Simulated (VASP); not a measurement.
# Sn (I4/mmm) in VASP: further runs

The runs below take Sn through relaxation of cell and atoms, single point, with PBE, PBEsol.

Everything below comes from runs of VASP 6.6.1. Logs are shortened: lines on timing, memory, paths and dates and some standing lists are left out, and cuts for length are marked.

## Step 1: The cell of the first run

It takes space group I4/mmm (No. 139, tetragonal). Conventional cell: a = 4.058 Å, b = 4.058 Å, c = 3.322 Å, α = 90.00°, β = 90.00°, γ = 90.00°. Sn (site symmetry 4/mmm) has 14 Sn at 3.32 to 4.06 Å within 4.4 Å.

## Step 2: Relaxation of cell and atoms, PBE

File INCAR:

```
  PREC = Accurate
  ENCUT = 600
  EDIFF = 1E-6
  ISMEAR = 1
  SIGMA = 0.2
  LREAL = F
  LASPH = T
  NELM = 80
  ALGO = Normal
  ISIF = 3
  LWAVE = F
  LCHARG = F
  GGA = PE
  IBRION = 2
  NSW = 80
  EDIFFG = -0.005
```

File KPOINTS:

```
Automatic mesh
0
Gamma
  10 10 10
```

File POSCAR:

```
Sn
1.0
   -2.0291894110      2.0291894110      1.6607599896
    2.0291894110     -2.0291894110      1.6607599896
    2.0291894110      2.0291894110     -1.6607599896
Sn
1
Direct
    0.0000000000      0.0000000000      0.0000000000
```

Potentials or basis: VASP PAW PBE potentials, release 64 (Sn_d).

On the command line:

```sh
> cat potpaw_PBE.64/Sn_d/POTCAR > POTCAR
> mpirun -np 1 vasp_std > vasp.out
```

OUTCAR:

```text
PREC = Accurate
   ENCUT = 600
   EDIFF = 1E-6
   ISMEAR = 1
   LREAL = F
   LASPH = T
   NELM = 80
   ISIF = 3
   GGA = PE
   IBRION = 2
   NSW = 80
   EDIFFG = -0.005

 ion  position               nearest neighbor table
   1  0.000  0.000  0.000-

  LATTYP: Found a body centered tetragonal cell.
 ALAT       =     4.0583788220
 C/A-ratio  =     0.8184351745

  Lattice vectors:

 A1 = (  -2.0291894110,   2.0291894110,   1.6607599896)
 A2 = (   2.0291894110,  -2.0291894110,   1.6607599896)
 A3 = (   2.0291894110,   2.0291894110,  -1.6607599896)

Analysis of symmetry for initial positions (statically):
=====================================================================
 Subroutine PRICEL returns:
 Original cell was already a primitive cell.

 Routine SETGRP: Setting up the symmetry group for a
 body centered tetragonal supercell.

 Subroutine GETGRP returns: Found 16 space group operations
 (whereof 16 operations were pure point group operations)
 out of a pool of 16 trial point group operations.

The static configuration has the point symmetry D_4h.

Analysis of symmetry for dynamics (positions and initial velocities):
=====================================================================
 Subroutine PRICEL returns:
 Original cell was already a primitive cell.

 Routine SETGRP: Setting up the symmetry group for a
 body centered tetragonal supercell.

 Subroutine GETGRP returns: Found 16 space group operations
 (whereof 16 operations were pure point group operations)
 out of a pool of 16 trial point group operations.

The dynamic configuration has the point symmetry D_4h.

 Subroutine INISYM returns: Found 16 space group operations
 (whereof 16 operations are pure point group operations),
 and found     1 'primitive' translations

----------------------------------------------------------------------------------------

                                     Primitive cell

  volume of cell :      27.3534

  direct lattice vectors                    reciprocal lattice vectors
    -2.029189411  2.029189411  1.660759990     0.000000000  0.246403809  0.301066983
     2.029189411 -2.029189411  1.660759990     0.246403809  0.000000000  0.301066983
     2.029189411  2.029189411 -1.660759990     0.246403809  0.246403809  0.000000000

  length of vectors
     3.315621069  3.315621069  3.315621069     0.389045197  0.389045197  0.348467608

  position of ions in fractional coordinates (direct lattice)
     0.000000000  0.000000000  0.000000000

  ion indices of the primitive-cell ions
   primitive index   ion index
                 1           1

----------------------------------------------------------------------------------------

 KPOINTS: Automatic mesh

Automatic generation of k-mesh.
 Grid dimensions read from file:
 generate k-points for:   10   10   10

 Generating k-lattice:

  Cartesian coordinates                     Fractional coordinates (reciprocal lattice)
     0.000000000  0.024640381  0.030106698     0.100000000 -0.000000000  0.000000000
     0.024640381  0.000000000  0.030106698    -0.000000000  0.100000000  0.000000000
     0.024640381  0.024640381  0.000000000     0.000000000  0.000000000  0.100000000

  Length of vectors
     0.038904520  0.038904520  0.034846761

  Shift w.r.t. Gamma in fractional coordinates (k-lattice)
     0.000000000  0.000000000  0.000000000

 Subroutine IBZKPT returns following result:
 ===========================================

 Found    102 irreducible k-points:

 Following reciprocal coordinates:
            Coordinates               Weight
  0.000000  0.000000  0.000000      1.000000
  0.100000  0.000000  0.000000      8.000000
  0.200000  0.000000  0.000000      8.000000
  0.300000  0.000000  0.000000      8.000000
  0.400000  0.000000  0.000000      8.000000
  0.500000  0.000000  0.000000      4.000000
[... 16 lines left out ...]
  0.300000  0.300000  0.000000      8.000000
  0.400000  0.300000  0.000000     16.000000
 [... further k-points ...]
   k-points           NKPTS =    102   k-points in BZ     NKDIM =    102   number of bands    NBANDS=     11
   number of dos      NEDOS =    301   number of ions     NIONS =      1
   total plane-waves  NPLWV =  21952
   dimension x,y,z NGX =    28 NGY =   28 NGZ =   28
   dimension x,y,z NGXF=    56 NGYF=   56 NGZF=   56
   ions per type =               1
   NGX,Y,Z   is equivalent  to a cutoff of  14.04, 14.04, 14.04 a.u.
   NGXF,Y,Z  is equivalent  to a cutoff of  28.08, 28.08, 28.08 a.u.
 SYSTEM =  unknown system
   PREC   = accura    normal or accurate (medium, high low for compatibility)
   ISTART =      0    job   : 0-new  1-cont  2-samecut
   ICHARG =      2    charge: 1-file 2-atom 10-const
   ISPIN  =      1    spin polarized calculation?
   LNONCOLLINEAR =      F non collinear calculations
   LSORBIT =      F    spin-orbit coupling
   LASPH  =      T    aspherical Exc in radial PAW
   ENCUT  =  600.0 eV  44.10 Ry    6.64 a.u.   6.62  6.62  6.62*2*pi/ulx,y,z
   NELM   =     80;   NELMIN=  2; NELMDL= -5     # of ELM steps
   EDIFF  = 0.1E-05   stopping-criterion for ELM
   LREAL  =      F    real-space projection
   EDIFFG = -.5E-02   stopping-criterion for IOM
   NSW    =     80    number of steps for IOM
   IBRION =      2    ionic relax: 0-MD 1-quasi-New 2-CG
   NFREE  =      1    steps in history (QN), initial steepest desc. (CG)
   ISIF   =      3    stress and relaxation
   ISYM   =      2    0-nonsym 1-usesym 2-fastsym
   POTIM  = 0.5000    time-step for ionic-motion
   TEBEG  =    0.0;   TEEND  =   0.0 temperature during run
   PSTRESS=    0.0 pullay stress
   NELECT =      14.0000    total number of electrons
   NUPDOWN=      -1.0000    fix difference up-down
   EMIN   =  10.00;   EMAX   =-10.00  energy-range for DOS
   EFERMI =   0.00;   METHOD = LEGACY
   ISMEAR =     1;   SIGMA  =   0.20  broadening in eV -4-tet -1-fermi 0-gaus
   EFERMI_NEDOS =   21; number of points for ismear=-14 and -15
   IALGO  =     38    algorithm
   IMIX   =      4    mixing-type and parameters
     AMIX     =   0.40;   BMIX     =  1.00
     AMIX_MAG =   1.60;   BMIX_MAG =  1.00
  volume/ion in A,a.u.               =      27.35       184.59
  Fermi-wavevector in a.u.,A,eV,Ry     =   1.309524  2.474642 23.331997  1.714853
  Thomas-Fermi vector in A             =   2.440117
   LORBIT       =      0    0 simple, 1 ext, 2 COOP (PROOUT), +10 PAW based schemes
   GGA     = PE    functional components
   LHFCALC =     F    Hartree Fock is set to
   AEXX    =    0.0000 exact exchange contribution
   IVDW    =     0    specifies the selected vdW correction
   LEPSILON=     F    determine dielectric tensor
   LRPA    =     F    only Hartree local field effects (RPA)
 conjugate gradient relaxation of ions
 non-spin polarized calculation
 Methfessel and Paxton  Order N= 1 SIGMA  =   0.20
  energy-cutoff  :      600.00
  volume of cell :       27.35
 maximum number of plane-waves:       937
   NGX = 13   NGY = 13   NGZ = 13

--------------------------------------- Ionic step        1  -------------------------------------------

 number of electron      14.0000001 magnetization

 Free energy of the ion-electron system (eV)
  ---------------------------------------------------
  ext. energy  EPLUGINS =         0.00000000
  ---------------------------------------------------
  free energy    TOTEN  =        -3.77690350 eV

  energy without entropy =       -3.77679190  energy(sigma->0) =       -3.77686630

------------------------ aborting loop because EDIFF is reached ----------------------------------------

  FORCE on cell =-STRESS in cart. coord.  units (eV):
  Direction    XX          YY          ZZ          XY          YZ          ZX
  --------------------------------------------------------------------------------------
  -------------------------------------------------------------------------------------
  Total        0.0713097      0.0713097      0.3102843      0.0000000     -0.0000000      0.0000000
  in kB        4.1768345      4.1768345     18.1743290      0.0000000     -0.0000000      0.0000000
  external PRESSURE =       8.8426660 kB  Pullay stress =       0.0000000 kB

 VOLUME and BASIS-vectors are now :
 -----------------------------------------------------------------------------
  energy-cutoff  :      600.00
  volume of cell :       27.35
      direct lattice vectors                 reciprocal lattice vectors
    -2.029189411  2.029189411  1.660759990     0.000000000  0.246403809  0.301066983
     2.029189411 -2.029189411  1.660759990     0.246403809  0.000000000  0.301066983
     2.029189411  2.029189411 -1.660759990     0.246403809  0.246403809  0.000000000
[... 211 lines left out ...]
 POSITION                                       TOTAL-FORCE (eV/Angst)
 -----------------------------------------------------------------------------------
      0.00000      0.00000     -0.00000         0.000000     -0.000000      0.000000
 -----------------------------------------------------------------------------------
    total drift:                               -0.000000     -0.000000     -0.000000

  FREE ENERGIE OF THE ION-ELECTRON SYSTEM (eV)
  ---------------------------------------------------
  free  energy   TOTEN  =        -3.7788714529 eV

  energy  without entropy=       -3.7780419002  energy(sigma->0) =       -3.77859494

--------------------------------------- Ionic step        8  -------------------------------------------

 number of electron      14.0000003 magnetization

 Free energy of the ion-electron system (eV)
  ---------------------------------------------------
  ext. energy  EPLUGINS =         0.00000000
  ---------------------------------------------------
  free energy    TOTEN  =        -3.77889313 eV

  energy without entropy =       -3.77809008  energy(sigma->0) =       -3.77862545

 E-fermi :   7.7659     XC(G=0): -10.2584

 val. band max:        7.7521254938   @ k =  -0.2000  -0.3000   0.2000
 cond. band min:       7.7923629073   @ k =  -0.3000  -0.4000   0.3000
 fundamental gap:      0.0402374136
 Fermi energy:         7.7658616416

 k-point     1 :       0.0000    0.0000    0.0000
  band No.  band energies     occupation
      1     -13.7552      2.00000
      2     -13.6899      2.00000
      3     -13.6899      2.00000
      4     -13.6758      2.00000
      5     -13.5747      2.00000
      6      -3.1281      2.00000
      7      14.5696      0.00000
      8      14.5696      0.00000
      9      16.8342      0.00000
     10      18.1087      0.00000
     11      19.2498      0.00000

 k-point     2 :       0.1000    0.0000    0.0000
  band No.  band energies     occupation
      1     -13.7468      2.00000
      2     -13.6896      2.00000
      3     -13.6856      2.00000
      4     -13.6654      2.00000
      5     -13.5796      2.00000
      6      -2.8954      2.00000
      7      13.8792      0.00000
      8      13.9326      0.00000
      9      15.4126      0.00000
     10      18.4545      0.00000
     11      18.6049      0.00000
[... 295 lines left out ...]
 k-point    24 :       0.4000    0.3000    0.0000
  band No.  band energies     occupation
      1     -13.7313      2.00000
      2     -13.6543      2.00000
      3     -13.6303      2.00000
      4     -13.6012      2.00000
      5     -13.5805      2.00000
      6       1.8339      2.00000
      7       5.2663      2.00000
      8       6.6768      2.00000
      9      12.1661      0.00000
     10      16.9430      0.00000
     11      19.0722      0.00000

 [... further k-points ...]

------------------------ aborting loop because EDIFF is reached ----------------------------------------

  FORCE on cell =-STRESS in cart. coord.  units (eV):
  Direction    XX          YY          ZZ          XY          YZ          ZX
  --------------------------------------------------------------------------------------
  -------------------------------------------------------------------------------------
  Total        0.0044209      0.0044209     -0.0040792      0.0000000      0.0000000      0.0000000
  in kB        0.2550069      0.2550069     -0.2352976      0.0000000      0.0000000      0.0000000
  external PRESSURE =       0.0915720 kB  Pullay stress =       0.0000000 kB

 VOLUME and BASIS-vectors are now :
 -----------------------------------------------------------------------------
  energy-cutoff  :      600.00
  volume of cell :       27.78
      direct lattice vectors                 reciprocal lattice vectors
    -2.031238817  2.031238817  1.683011938     0.000000000  0.246155201  0.297086425
     2.031238817 -2.031238817  1.683011938     0.246155201  0.000000000  0.297086425
     2.031238817  2.031238817 -1.683011938     0.246155201  0.246155201  0.000000000

 POSITION                                       TOTAL-FORCE (eV/Angst)
 -----------------------------------------------------------------------------------
      0.00000      0.00000     -0.00000        -0.000000     -0.000000      0.000000
 -----------------------------------------------------------------------------------
    total drift:                               -0.000000     -0.000000     -0.000000

  FREE ENERGIE OF THE ION-ELECTRON SYSTEM (eV)
  ---------------------------------------------------
  free  energy   TOTEN  =        -3.7788931260 eV

  energy  without entropy=       -3.7780900843  energy(sigma->0) =       -3.77862545

 reached required accuracy - stopping structural energy minimisation
```

It took 62 s on 1 thread of Intel Xeon 6975P-C (Granite Rapids), shared host; peak memory 0.19 GiB.

What came out:

* Free energy: -3.7789 eV
* Relaxed volume: 27.78 Å³/atom
* Relaxed cell: a = 3.329 Å, b = 3.329 Å, c = 3.329 Å, α = 104.81°, β = 104.81°, γ = 119.27°
* Space group after relaxing (to 0.1 Å): I4/mmm (No. 139)
* Energy gained by relaxing: 2.0 meV/atom
* Ionic steps: 8
* Pressure after relaxing: 0.0 GPa
* Band gap on the k mesh: zero (bands 7 and 8 overlap by 8.78 eV)

The path:
| step | energy change (eV) | largest force (eV/Å) | pressure (GPa) | volume (Å³) |
| --- | --- | --- | --- | --- |
| 1 | 0.0000 | 0.0000 | 0.88 | 27.35 |
| 2 | -0.0018 | 0.0000 | -0.25 | 27.95 |
| 3 | -0.0019 | 0.0000 | -0.06 | 27.83 |
| 4 | -0.0019 | 0.0000 | -0.08 | 27.84 |
| 5 | -0.0020 | 0.0000 | -0.03 | 27.80 |
| 6 | -0.0020 | 0.0000 | -0.03 | 27.78 |
| 7 | -0.0020 | 0.0000 | 0.05 | 27.74 |
| 8 | -0.0020 | 0.0000 | 0.01 | 27.78 |

Final structure:
```
CELL_PARAMETERS angstrom
-2.03124 2.03124 1.68301
2.03124 -2.03124 1.68301
2.03124 2.03124 -1.68301
ATOMIC_POSITIONS crystal
Sn 0.00000 0.00000 0.00000
```

Levels at points of the mesh, in eV from the Fermi level:
```tsv
k point	band 4	band 5	band 6	band 7	band 8	band 9	band 10	band 11
(0.00, 0.00, 0.00)	-21.44	-21.34	-10.89	6.80	6.80	9.07	10.34	11.48
(0.50, 0.00, 0.00)	-21.32	-21.29	-5.77	-4.06	3.08	4.38	7.18	7.41
(0.50, 0.50, 0.00)	-21.38	-21.30	-7.15	-4.54	5.57	7.55	10.12	10.70
(0.50, 0.50, 0.50)	-21.32	-21.29	-3.33	-1.43	-1.43	2.32	3.15	5.89
```

Caveat: spin-orbit coupling is left out, which moves the levels of the heavy elements.

## Step 3: Single point, PBEsol, non-collinear spin, zero start, spin-orbit coupling

File INCAR:

```
ALGO = Normal
EDIFF = 1E-6
ENCUT = 400
GGA = PS
GGA_COMPAT = False
ISIF = 2
ISMEAR = 1
LASPH = True
LCHARG = False
LORBIT = 11
LREAL = False
LSORBIT = True
LWAVE = False
MAGMOM = 0 0 0
NELM = 200
PREC = Accurate
SIGMA = 0.1
```

File KPOINTS:

```
k-points
0
Gamma
  13 13 13
```

POSCAR is that of step 2.

Potentials or basis: VASP PAW PBE potentials, release 64 (Sn_d).

On the command line:

```sh
> cat potpaw_PBE.64/Sn_d/POTCAR > POTCAR
> mpirun -np 1 vasp_ncl > vasp.out
```

It took 48 s on 1 thread of Intel Xeon 6975P-C (Granite Rapids), shared host; peak memory 0.26 GiB.

Results (log left out):

```
Free energy                                           : -4.2837 eV
Pressure                                              : -1.8 GPa
Net moment                                            : 0.00 μB per cell
Valence electrons inside the program's atomic spheres : Sn 12.15
```

Stress tensor (GPa, compression positive):
```
-1.92  0.00  0.00
 0.00 -1.92  0.00
 0.00  0.00 -1.51
```

Moments on the atoms (μB; x, y, z):
```
Sn  0.00 0.00 0.00
```

Caveat: the PAW data sets were made with another functional, which shifts forces and pressure a little.
